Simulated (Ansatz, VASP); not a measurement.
SnO: VASP beside Ansatz

The input INCAR:

```
SYSTEM = SnO
  PREC = Accurate
  ENCUT = 1000
  EDIFF = 1E-8
  ISMEAR = -1
  SIGMA = 0.01
  LREAL = .False.
  LASPH = .True.
  NELM = 120
  ALGO = Normal
  ISIF = 2
  LWAVE = .False.
  LCHARG = .False.
  GGA = PE
  LEFG = .True.
  NBANDS = 28
  GGA_COMPAT = .False.
```

The input KPOINTS:

```
Automatic mesh
0
Gamma
  8 8 6
  0 0 0
```

Contents of POSCAR:

```
SnO
1.0
    3.7892841860      0.0000000000      0.0000000000
    0.0000000000      3.7892841860      0.0000000000
    0.0000000000      0.0000000000      4.8198259661
Sn O
2 2
Direct
    0.0000000000      0.5000000000      0.2385000000
    0.5000000000      0.0000000000      0.7615000000
    0.0000000000      0.0000000000      0.0000000000
    0.5000000000      0.5000000000      0.0000000000
```

Input for Ansatz:

```yaml
crystal:
  lattice:
    - [3.789284186, 0.0, 0.0]
    - [0.0, 3.789284186, 0.0]
    - [0.0, 0.0, 4.8198259661]
  atoms:
    - { symbol: Sn, position: [0.0, 0.5, 0.2385] }
    - { symbol: Sn, position: [0.5, 0.0, 0.7615] }
    - { symbol: O, position: [0.0, 0.0, 0.0] }
    - { symbol: O, position: [0.5, 0.5, 0.0] }
kpoints:
  mp_grid: { grid: [8, 8, 6] }
scf:
  occupations: { method: fermi_dirac, width: 0.01 }
hamiltonian:
  xc: pbe
  pseudopotentials: { kind: paw }
output:
  forces: true
  stress: true
  eigenvalues: true
  efg: { contact_densities: true }
```

Change from the starting cell: volume scaled by 0.99, PAW files.

Alike in both runs: task electric field gradients; functional PBE; k mesh 8 × 8 × 6; occupations fermi-dirac, width 0.01 eV; no spin polarisation.

|  | VASP | Ansatz |
| --- | --- | --- |
| version | VASP 6.6.1 | Ansatz 0.2.0 |
| potentials or method | VASP PAW PBE potentials, release 64 (Sn_d, O_h) | PAW with Ansatz's default frozen-core files, scalar-relativistic |
| plane-wave cutoff (eV) | 1000 | 420 |
| valence electrons in the cell | 40 | 40 |

Ansatz gave:

| Property | Result |
| --- | --- |
| rms of the force components (eV/Å) | 0.207 |
| size of Vzz on the site where it differs most (V/Å²) | 176.9 |

Q: What did VASP give for the same quantities?

A: rms of the force components (eV/Å): 0.239; size of Vzz on the site where it differs most (V/Å²): 167.2.

Atom by atom the forces differ by 0.031 eV/Å (rms over components).
